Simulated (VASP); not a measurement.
# TaN (Pmn2_1) in VASP: single point with PBEsol

Aim: the single point of TaN with PBEsol.

Program: VASP 6.6.1. These are calculated values, not measurements. Logs are shortened: lines on timing, memory, paths and dates and some standing lists are left out, and cuts for length are marked.

## Step 1: The cell of the first run

It takes space group Pmn2_1 (No. 31, orthorhombic). Conventional cell: a = 2.924 Å, b = 2.871 Å, c = 5.064 Å, α = 90.00°, β = 90.00°, γ = 90.00°. Ta (site symmetry m) has 6 N at 2.17 to 2.26 Å and 8 Ta at 2.87 to 2.93 Å within 3.0 Å. Within 3.0 Å of N (site symmetry m) lie 6 Ta at 2.17 to 2.26 Å and 8 N at 2.87 to 2.92 Å.

## Step 2: Single point, PBEsol (atoms displaced along a vibrational mode)

INCAR

```
PREC = Accurate
ENCUT = 520
EDIFF = 1E-6
ISMEAR = 0
SIGMA = 0.15
LREAL = F
LASPH = T
NELM = 100
ALGO = Normal
ISIF = 2
LWAVE = F
LCHARG = F
GGA = PS
NBANDS = 24
```

KPOINTS

```
Automatic mesh
0
Gamma
  20 20 12
```

POSCAR

```
TaN
1.0
    0.0000000000      0.0000000000      2.8707276426
    2.9239890448      0.0000000000      0.0000000000
    0.0000000000      5.0644975863      0.0000000000
Ta N
2 2
Direct
    0.5174171869      0.0000000000      0.3333333333
    0.4825828131      0.5000000000      0.8333333333
    0.0063688920      0.5000000000      0.5000000000
   -0.0063688920      0.0000000000      0.0000000000
```

Potentials or basis: VASP PAW PBE potentials, release 64 (Ta_pv, N).

Started as:

```console
cat potpaw_PBE.64/Ta_pv/POTCAR potpaw_PBE.64/N/POTCAR > POTCAR
mpirun -np 1 vasp_std > vasp.out
```

OUTCAR:

```text
PREC = Accurate
   ENCUT = 520
   EDIFF = 1E-6
   ISMEAR = 0
   LREAL = F
   LASPH = T
   NELM = 100
   ISIF = 2
   GGA = PS

 ion  position               nearest neighbor table
   1  0.517  0.000  0.333-   4 2.17   3 2.20   3 2.20   3 2.24   3 2.24   4 2.26   2 2.93   2 2.93
                             2 2.93   2 2.93
   2  0.483  0.500  0.833-   3 2.17   4 2.20   4 2.20   4 2.24   4 2.24   3 2.26   1 2.93   1 2.93
                             1 2.93   1 2.93
   3  0.006  0.500  0.500-   2 2.17   1 2.20   1 2.20   1 2.24   1 2.24   2 2.26
   4  0.994  0.000  0.000-   1 2.17   2 2.20   2 2.20   2 2.24   2 2.24   1 2.26

  LATTYP: Found a simple orthorhombic cell.
 ALAT       =     2.8707276426
 B/A-ratio  =     1.0185532760
 C/A-ratio  =     1.7641860242

  Lattice vectors:

 A1 = (   0.0000000000,   0.0000000000,   2.8707276426)
 A2 = (   2.9239890448,   0.0000000000,   0.0000000000)
 A3 = (   0.0000000000,   5.0644975863,   0.0000000000)

Analysis of symmetry for initial positions (statically):
=====================================================================
 Subroutine PRICEL returns:
 Original cell was already a primitive cell.

 Routine SETGRP: Setting up the symmetry group for a
 simple orthorhombic supercell.

 Subroutine GETGRP returns: Found  4 space group operations
 (whereof  2 operations were pure point group operations)
 out of a pool of  8 trial point group operations.

The static configuration has the point symmetry C_1h.
 The point group associated with its full space group is C_2v.

Analysis of symmetry for dynamics (positions and initial velocities):
=====================================================================
 Subroutine PRICEL returns:
 Original cell was already a primitive cell.

 Routine SETGRP: Setting up the symmetry group for a
 simple orthorhombic supercell.

 Subroutine GETGRP returns: Found  4 space group operations
 (whereof  2 operations were pure point group operations)
 out of a pool of  8 trial point group operations.

The dynamic configuration has the point symmetry C_1h.
 The point group associated with its full space group is C_2v.

 Subroutine INISYM returns: Found  4 space group operations
 (whereof  2 operations are pure point group operations),
 and found     1 'primitive' translations

----------------------------------------------------------------------------------------

                                     Primitive cell

  volume of cell :      42.5113

[... 85 lines left out ...]
   ICHARG =      2    charge: 1-file 2-atom 10-const
   ISPIN  =      1    spin polarized calculation?
   LNONCOLLINEAR =      F non collinear calculations
   LSORBIT =      F    spin-orbit coupling
   LASPH  =      T    aspherical Exc in radial PAW
   ENCUT  =  520.0 eV  38.22 Ry    6.18 a.u.   5.34  5.44  9.42*2*pi/ulx,y,z
   NELM   =    100;   NELMIN=  2; NELMDL= -5     # of ELM steps
   EDIFF  = 0.1E-05   stopping-criterion for ELM
   LREAL  =      F    real-space projection
[... 7 lines left out ...]
   TEBEG  =    0.0;   TEEND  =   0.0 temperature during run
   PSTRESS=    0.0 pullay stress
   NELECT =      32.0000    total number of electrons
   NUPDOWN=      -1.0000    fix difference up-down
   EMIN   =  10.00;   EMAX   =-10.00  energy-range for DOS
   EFERMI =   0.00;   METHOD = LEGACY
   ISMEAR =     0;   SIGMA  =   0.15  broadening in eV -4-tet -1-fermi 0-gaus
   EFERMI_NEDOS =   21; number of points for ismear=-14 and -15
   IALGO  =     38    algorithm
   IMIX   =      4    mixing-type and parameters
     AMIX     =   0.40;   BMIX     =  1.00
     AMIX_MAG =   1.60;   BMIX_MAG =  1.00
  volume/ion in A,a.u.               =      10.63        71.72
  Fermi-wavevector in a.u.,A,eV,Ry     =   1.489213  2.814204 30.174390  2.217755
  Thomas-Fermi vector in A             =   2.602150
   LORBIT       =      0    0 simple, 1 ext, 2 COOP (PROOUT), +10 PAW based schemes
   GGA     = PS    functional components
   LHFCALC =     F    Hartree Fock is set to
   AEXX    =    0.0000 exact exchange contribution
   IVDW    =     0    specifies the selected vdW correction
   LEPSILON=     F    determine dielectric tensor
   LRPA    =     F    only Hartree local field effects (RPA)
 non-spin polarized calculation
 Gauss-broadening in eV      SIGMA  =   0.15
  energy-cutoff  :      520.00
  volume of cell :       42.51
 maximum number of plane-waves:      1166
 NGX is ok and might be reduce to    24
   NGX = 11   NGY = 11   NGZ = 19

 number of electron      32.0000003 magnetization

 Free energy of the ion-electron system (eV)
  ---------------------------------------------------
  ext. energy  EPLUGINS =         0.00000000
  ---------------------------------------------------
  free energy    TOTEN  =       -47.55665295 eV

  energy without entropy =      -47.55510722  energy(sigma->0) =      -47.55588009

 E-fermi :   8.2210     XC(G=0): -13.5800

 val. band max:        8.2206094973   @ k =   0.3000   0.0000   0.0833
 cond. band min:       8.2266642463   @ k =   0.4000   0.0000   0.0000
 fundamental gap:      0.0060547490
 Fermi energy:         8.2209913951

 k-point     1 :       0.0000    0.0000    0.0000
  band No.  band energies     occupation
      1     -27.3181      2.00000
      2     -26.4992      2.00000
      3     -26.4699      2.00000
      4     -26.3500      2.00000
      5     -26.2295      2.00000
      6     -26.2246      2.00000
[... 637 lines left out ...]
     23      12.7346      0.00000
     24      12.9067      0.00000

 [... further k-points ...]

------------------------ aborting loop because EDIFF is reached ----------------------------------------

  FORCE on cell =-STRESS in cart. coord.  units (eV):
  Direction    XX          YY          ZZ          XY          YZ          ZX
  --------------------------------------------------------------------------------------
  -------------------------------------------------------------------------------------
  Total        0.2679455      0.4623193      0.3938177      0.0000000      0.0000000      0.0000000
  in kB       10.0984102     17.4240254     14.8423159      0.0000000      0.0000000      0.0000000
  external PRESSURE =      14.1215838 kB  Pullay stress =       0.0000000 kB

 VOLUME and BASIS-vectors are now :
 -----------------------------------------------------------------------------
  energy-cutoff  :      520.00
  volume of cell :       42.51
      direct lattice vectors                 reciprocal lattice vectors
     0.000000000  0.000000000  2.870727643     0.000000000  0.000000000  0.348343739
     2.923989045  0.000000000  0.000000000     0.341998545  0.000000000  0.000000000
     0.000000000  5.064497586  0.000000000     0.000000000  0.197452952  0.000000000

 POSITION                                       TOTAL-FORCE (eV/Angst)
 -----------------------------------------------------------------------------------
      0.00000      1.68817      1.48536         0.000000      0.039004     -1.085167
      1.46199      4.22041      1.38536         0.000000      0.039004      1.085167
      1.46199      2.53225      0.01828         0.000000     -0.039004     -0.030391
      0.00000      0.00000      2.85244         0.000000     -0.039004      0.030391
 -----------------------------------------------------------------------------------
    total drift:                                0.000000     -0.000114      0.000000

  FREE ENERGIE OF THE ION-ELECTRON SYSTEM (eV)
  ---------------------------------------------------
  free  energy   TOTEN  =       -47.5566529549 eV

  energy  without entropy=      -47.5551072160  energy(sigma->0) =      -47.55588009
```

Wall time 15 min (1 thread of AMD EPYC 7R13 (Zen 3), shared host); peak memory 0.72 GiB.

Results:

| Item | Value |
| --- | --- |
| Free energy | -47.5567 eV |
| Pressure | 1.4 GPa |
| Largest force | 1.086 eV/Å |
| Band gap on the k mesh | zero (bands 16 and 17 overlap by 0.49 eV) |

Forces on the atoms (eV/Å):
```
Ta   0.000  0.039 -1.085
Ta   0.000  0.039  1.085
N    0.000 -0.039 -0.030
N    0.000 -0.039  0.030
```

Levels at points of the mesh, in eV from the Fermi level:
```csv
k point,band 13,band 14,band 15,band 16,band 17,band 18,band 19,band 20
"(0.00, 0.00, 0.00)",-4.25,-3.62,-3.18,-2.85,2.32,3.06,3.60,3.70
"(0.50, 0.00, 0.00)",-3.80,-3.79,-0.29,-0.09,-0.08,2.52,3.32,3.33
"(0.00, 0.50, 0.00)",-4.96,-4.96,-1.13,-1.13,1.07,1.07,1.87,1.87
"(0.50, 0.50, 0.00)",-4.14,-4.14,-1.04,-1.04,4.17,4.17,5.13,5.13
"(0.00, 0.00, 0.50)",-3.82,-3.82,-3.06,-3.06,2.19,2.19,3.47,3.47
"(0.50, 0.00, 0.50)",-4.93,-4.93,-1.63,-1.63,2.05,2.05,3.22,3.22
"(0.00, 0.50, 0.50)",-3.52,-3.52,-3.18,-3.18,3.00,3.00,4.12,4.12
"(0.50, 0.50, 0.50)",-5.77,-5.77,-0.29,-0.29,4.25,4.25,5.51,5.51
```

Caveat: the cell differs from its parent crystal (atoms displaced along a vibrational mode); the PAW data sets were made with another functional, which shifts forces and pressure a little; spin-orbit coupling is left out, which moves the levels of the heavy elements.
